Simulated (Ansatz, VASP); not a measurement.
Zr3Ag in VASP and in Ansatz

```
Zr Ag
1.0
     4.62609    0.00000    0.00000
     0.00000    4.62609    0.00000
     0.00000    0.00000    4.03845
Zr Ag
3 1
Direct
  0.50000 0.50000 0.00000
  0.00000 0.50000 0.50000
  0.50000 0.00000 0.50000
  0.00000 0.00000 0.00000
```

Change from the starting cell: volume scaled by 1.04, PAW files.

Alike in both runs: task electric field gradients; functional LDA; k mesh 7 × 7 × 8; occupations fermi-dirac, width 0.05 eV; no spin polarisation.

|  | VASP | Ansatz |
| --- | --- | --- |
| version | VASP 6.6.1 | Ansatz 0.2.0 |
| potentials or method | VASP PAW LDA potentials, release 64 (Zr_sv, Ag) | PAW with Ansatz's default frozen-core files, scalar-relativistic |
| plane-wave cutoff (eV) | 520 | 420 |
| valence electrons in the cell | 47 | 55 |

|  | VASP | Ansatz | Ansatz less VASP |
| --- | --- | --- | --- |
| pressure (GPa) | -8.2 | -8.4 | -0.13 |
| traceless stress, the component that is largest in VASP (GPa) | 1.63 | 1.65 | +0.018 |
| size of Vzz on the site where it differs most (V/Å²) | 27.6 | 21.7 | -6.00 |

LDA's correlation is that of Perdew and Zunger in VASP and of Perdew and Wang (1992) in Ansatz. VASP's potentials hold 47 valence electrons a cell and Ansatz's 55, so a difference there can come from the potentials and not from the codes.
